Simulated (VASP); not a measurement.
# LiF (Fm-3m) in VASP: further runs

The runs below take LiF through single point, with PBE.

All numbers are computed with VASP 6.6.1; they aren't measurements. Logs are shortened: lines on timing, memory, paths and dates and some standing lists are left out, and cuts for length are marked.

## 1. The cell of the first run

The structure is cubic, space group Fm-3m (No. 225). Conventional cell: a = 4.149 Å, b = 4.149 Å, c = 4.149 Å, α = 90.00°, β = 90.00°, γ = 90.00°. Li (site symmetry m-3m) has 6 F at 2.07 Å within 2.7 Å. Within 2.7 Å of F (site symmetry m-3m) lie 6 Li at 2.07 Å.

## 2. Single point, PBE (strain +4.0%)

Input file INCAR:

```
PREC = Accurate ; ENCUT = 520
EDIFF = 1E-6 ; ISMEAR = 0
SIGMA = 0.01 ; LREAL = F
LASPH = T ; NELM = 100
ALGO = Normal ; ISIF = 2
LWAVE = F ; LCHARG = T
GGA = PE ; LELF = T
LVHAR = T ; NBANDS = 12
```

Input file KPOINTS:

```
regular mesh
0
Gamma
  6 6 6
```

Input file POSCAR:

```
LiF
1.0
    0.0000000000      2.0746666070      2.0746666070
    2.0746666070      0.0000000000      2.0746666070
    2.0746666070      2.0746666070      0.0000000000
Li F
1 1
Direct
    0.0000000000      0.0000000000      0.0000000000
    0.5000000000      0.5000000000      0.5000000000
```

Potentials or basis: VASP PAW PBE potentials, release 64 (Li_sv, F).

Launch:

```sh
cat potpaw_PBE.64/Li_sv/POTCAR potpaw_PBE.64/F/POTCAR > POTCAR
mpirun -np 1 vasp_std > vasp.out
```

OUTCAR:

```text
PREC = Accurate
   ENCUT = 520
   EDIFF = 1E-6
   ISMEAR = 0
   LREAL = F
   LASPH = T
   NELM = 100
   ISIF = 2
   GGA = PE

 ion  position               nearest neighbor table
   1  0.000  0.000  0.000-   2 2.07   2 2.07   2 2.07   2 2.07   2 2.07   2 2.07
   2  0.500  0.500  0.500-   1 2.07   1 2.07   1 2.07   1 2.07   1 2.07   1 2.07

  LATTYP: Found a face centered cubic cell.
 ALAT       =     4.1493332140

  Lattice vectors:

 A1 = (   0.0000000000,   2.0746666070,   2.0746666070)
 A2 = (   2.0746666070,   0.0000000000,   2.0746666070)
 A3 = (   2.0746666070,   2.0746666070,   0.0000000000)

Analysis of symmetry for initial positions (statically):
=====================================================================
 Subroutine PRICEL returns:
 Original cell was already a primitive cell.

 Routine SETGRP: Setting up the symmetry group for a
 face centered cubic supercell.

 Subroutine GETGRP returns: Found 48 space group operations
 (whereof 48 operations were pure point group operations)
 out of a pool of 48 trial point group operations.

The static configuration has the point symmetry O_h .

Analysis of symmetry for dynamics (positions and initial velocities):
=====================================================================
 Subroutine PRICEL returns:
 Original cell was already a primitive cell.

 Routine SETGRP: Setting up the symmetry group for a
 face centered cubic supercell.

 Subroutine GETGRP returns: Found 48 space group operations
 (whereof 48 operations were pure point group operations)
 out of a pool of 48 trial point group operations.

The dynamic configuration has the point symmetry O_h .

 Subroutine INISYM returns: Found 48 space group operations
 (whereof 48 operations are pure point group operations),
 and found     1 'primitive' translations

----------------------------------------------------------------------------------------

                                     Primitive cell

  volume of cell :      17.8597

  direct lattice vectors                    reciprocal lattice vectors
     0.000000000  2.074666607  2.074666607    -0.241002578  0.241002578  0.241002578
     2.074666607  0.000000000  2.074666607     0.241002578 -0.241002578  0.241002578
     2.074666607  2.074666607  0.000000000     0.241002578  0.241002578 -0.241002578

  length of vectors
     2.934021653  2.934021653  2.934021653     0.417428709  0.417428709  0.417428709

  position of ions in fractional coordinates (direct lattice)
     0.000000000  0.000000000  0.000000000
     0.500000000  0.500000000  0.500000000

  ion indices of the primitive-cell ions
   primitive index   ion index
                 1           1
                 2           2

----------------------------------------------------------------------------------------

 KPOINTS: regular mesh

Automatic generation of k-mesh.
 Grid dimensions read from file:
 generate k-points for:    6    6    6

 Generating k-lattice:

  Cartesian coordinates                     Fractional coordinates (reciprocal lattice)
    -0.040167096  0.040167096  0.040167096     0.166666667  0.000000000  0.000000000
     0.040167096 -0.040167096  0.040167096     0.000000000  0.166666667  0.000000000
     0.040167096  0.040167096 -0.040167096     0.000000000  0.000000000  0.166666667

  Length of vectors
     0.069571452  0.069571452  0.069571452

  Shift w.r.t. Gamma in fractional coordinates (k-lattice)
     0.000000000  0.000000000  0.000000000

 Subroutine IBZKPT returns following result:
 ===========================================

 Found     16 irreducible k-points:

 Following reciprocal coordinates:
            Coordinates               Weight
  0.000000  0.000000  0.000000      1.000000
  0.166667  0.000000  0.000000      8.000000
  0.333333  0.000000  0.000000      8.000000
  0.500000  0.000000  0.000000      4.000000
  0.166667  0.166667  0.000000      6.000000
  0.333333  0.166667  0.000000     24.000000
[... 8 lines left out ...]
 -0.333333  0.333333  0.166667     24.000000
 -0.333333  0.500000  0.166667     12.000000
   k-points           NKPTS =     16   k-points in BZ     NKDIM =     16   number of bands    NBANDS=     12
   number of dos      NEDOS =    301   number of ions     NIONS =      2
   total plane-waves  NPLWV =  13824
   dimension x,y,z NGX =    24 NGY =   24 NGZ =   24
   dimension x,y,z NGXF=    48 NGYF=   48 NGZF=   48
   ions per type =               1   1
   NGX,Y,Z   is equivalent  to a cutoff of  13.60, 13.60, 13.60 a.u.
   NGXF,Y,Z  is equivalent  to a cutoff of  27.20, 27.20, 27.20 a.u.
 SYSTEM =  unknown system
   PREC   = accura    normal or accurate (medium, high low for compatibility)
   ISTART =      0    job   : 0-new  1-cont  2-samecut
   ICHARG =      2    charge: 1-file 2-atom 10-const
   ISPIN  =      1    spin polarized calculation?
   LNONCOLLINEAR =      F non collinear calculations
   LSORBIT =      F    spin-orbit coupling
   LASPH  =      T    aspherical Exc in radial PAW
   ENCUT  =  520.0 eV  38.22 Ry    6.18 a.u.   5.46  5.46  5.46*2*pi/ulx,y,z
   NELM   =    100;   NELMIN=  2; NELMDL= -5     # of ELM steps
   EDIFF  = 0.1E-05   stopping-criterion for ELM
   LREAL  =      F    real-space projection
   EDIFFG = 0.1E-04   stopping-criterion for IOM
   NSW    =      0    number of steps for IOM
   IBRION =     -1    ionic relax: 0-MD 1-quasi-New 2-CG
   NFREE  =      0    steps in history (QN), initial steepest desc. (CG)
   ISIF   =      2    stress and relaxation
   ISYM   =      2    0-nonsym 1-usesym 2-fastsym
   POTIM  = 0.5000    time-step for ionic-motion
   TEBEG  =    0.0;   TEEND  =   0.0 temperature during run
   PSTRESS=    0.0 pullay stress
   NELECT =      10.0000    total number of electrons
   NUPDOWN=      -1.0000    fix difference up-down
   EMIN   =  10.00;   EMAX   =-10.00  energy-range for DOS
   EFERMI =   0.00;   METHOD = LEGACY
   ISMEAR =     0;   SIGMA  =   0.01  broadening in eV -4-tet -1-fermi 0-gaus
   EFERMI_NEDOS =   21; number of points for ismear=-14 and -15
   IALGO  =     38    algorithm
   IMIX   =      4    mixing-type and parameters
     AMIX     =   0.40;   BMIX     =  1.00
     AMIX_MAG =   1.60;   BMIX_MAG =  1.00
  volume/ion in A,a.u.               =       8.93        60.26
  Fermi-wavevector in a.u.,A,eV,Ry     =   1.349325  2.549854 24.771822  1.820678
  Thomas-Fermi vector in A             =   2.476921
   LORBIT       =      0    0 simple, 1 ext, 2 COOP (PROOUT), +10 PAW based schemes
   GGA     = PE    functional components
   LHFCALC =     F    Hartree Fock is set to
   AEXX    =    0.0000 exact exchange contribution
   IVDW    =     0    specifies the selected vdW correction
   LEPSILON=     F    determine dielectric tensor
   LRPA    =     F    only Hartree local field effects (RPA)
 non-spin polarized calculation
 Gauss-broadening in eV      SIGMA  =   0.01
  energy-cutoff  :      520.00
  volume of cell :       17.86
 maximum number of plane-waves:       531
 NGX is ok and might be reduce to    24
   NGX = 11   NGY = 11   NGZ = 11

 number of electron      10.0000012 magnetization

 Free energy of the ion-electron system (eV)
  ---------------------------------------------------
  ext. energy  EPLUGINS =         0.00000000
  ---------------------------------------------------
  free energy    TOTEN  =        -9.62910990 eV

  energy without entropy =       -9.62910990  energy(sigma->0) =       -9.62910990

 E-fermi :  -1.3943     XC(G=0):  -9.5564

 val. band max:       -1.5251225575   @ k =   0.0000   0.0000   0.0000
 cond. band min:       6.8135910103   @ k =   0.0000   0.0000   0.0000
 fundamental gap:      8.3387135678
 Fermi energy:        -1.3943137105

 k-point     1 :       0.0000    0.0000    0.0000
  band No.  band energies     occupation
      1     -42.6672      2.00000
      2     -21.2693      2.00000
      3      -1.5251      2.00000
      4      -1.5251      2.00000
      5      -1.5251      2.00000
      6       6.8136      0.00000
      7      21.2831      0.00000
      8      21.2831      0.00000
      9      21.2831      0.00000
     10      21.9260      0.00000
     11      21.9260      0.00000
     12      21.9260      0.00000

 k-point     2 :       0.1667    0.0000    0.0000
  band No.  band energies     occupation
      1     -42.6570      2.00000
      2     -21.1802      2.00000
      3      -2.1814      2.00000
      4      -1.5771      2.00000
      5      -1.5771      2.00000
      6       7.5371      0.00000
      7      17.2273      0.00000
      8      19.2593      0.00000
      9      19.2593      0.00000
     10      23.3214      0.00000
     11      23.6816      0.00000
     12      23.6816      0.00000

 k-point     3 :       0.3333    0.0000    0.0000
  band No.  band energies     occupation
      1     -42.6372      2.00000
      2     -20.9963      2.00000
      3      -3.2920      2.00000
      4      -1.6768      2.00000
      5      -1.6768      2.00000
      6       8.5592      0.00000
      7      14.6758      0.00000
      8      17.3605      0.00000
      9      17.3605      0.00000
     10      25.3569      0.00000
     11      26.2344      0.00000
     12      26.2344      0.00000
[... 166 lines left out ...]
 k-point    15 :      -0.3333    0.3333    0.1667
  band No.  band energies     occupation
      1     -42.6188      2.00000
      2     -20.7591      2.00000
      3      -3.4834      2.00000
      4      -2.9830      2.00000
      5      -2.0802      2.00000
      6      11.3795      0.00000
      7      13.1087      0.00000
      8      16.1849      0.00000
      9      16.6013      0.00000
     10      24.4893      0.00000
     11      25.2679      0.00000
     12      31.9099      0.00000

 k-point    16 :      -0.3333    0.5000    0.1667
  band No.  band energies     occupation
      1     -42.6162      2.00000
      2     -20.7064      2.00000
      3      -3.7696      2.00000
      4      -2.8885      2.00000
      5      -2.2790      2.00000
      6      12.5935      0.00000
      7      13.2814      0.00000
      8      15.0045      0.00000
      9      16.8560      0.00000
     10      21.3929      0.00000
     11      28.6915      0.00000
     12      30.3843      0.00000

------------------------ aborting loop because EDIFF is reached ----------------------------------------

  FORCE on cell =-STRESS in cart. coord.  units (eV):
  Direction    XX          YY          ZZ          XY          YZ          ZX
  --------------------------------------------------------------------------------------
  -------------------------------------------------------------------------------------
  Total       -0.4441925     -0.4441925     -0.4441925     -0.0000000      0.0000000      0.0000000
  in kB      -39.8480331    -39.8480331    -39.8480331     -0.0000000      0.0000000      0.0000000
  external PRESSURE =     -39.8480331 kB  Pullay stress =       0.0000000 kB

 VOLUME and BASIS-vectors are now :
 -----------------------------------------------------------------------------
  energy-cutoff  :      520.00
  volume of cell :       17.86
      direct lattice vectors                 reciprocal lattice vectors
     0.000000000  2.074666607  2.074666607    -0.241002578  0.241002578  0.241002578
     2.074666607  0.000000000  2.074666607     0.241002578 -0.241002578  0.241002578
     2.074666607  2.074666607  0.000000000     0.241002578  0.241002578 -0.241002578

 POSITION                                       TOTAL-FORCE (eV/Angst)
 -----------------------------------------------------------------------------------
      0.00000      0.00000      0.00000         0.000000      0.000000      0.000000
      2.07467      2.07467      2.07467        -0.000000     -0.000000     -0.000000
 -----------------------------------------------------------------------------------
    total drift:                               -0.000000     -0.000000      0.000000

  FREE ENERGIE OF THE ION-ELECTRON SYSTEM (eV)
  ---------------------------------------------------
  free  energy   TOTEN  =        -9.6291099011 eV

  energy  without entropy=       -9.6291099011  energy(sigma->0) =       -9.62910990
```

It took 3 s on 1 thread of AMD EPYC 9R45 (Zen 5), shared host; peak memory 0.09 GiB.

Results:

```yaml
Free_energy: -9.6291 eV
Band_gap_on_the_k_mesh: 8.34 eV
```

Caveat: the k points lie up to 0.44 Å⁻¹ apart; the cell differs from its parent crystal (strain +4.0%); the cutoff is under 1.25 times the usual one of these potentials, so pressure, stress and relaxed cells hold a basis-set (Pulay) error.

(Part 1 of 2 ends here.)
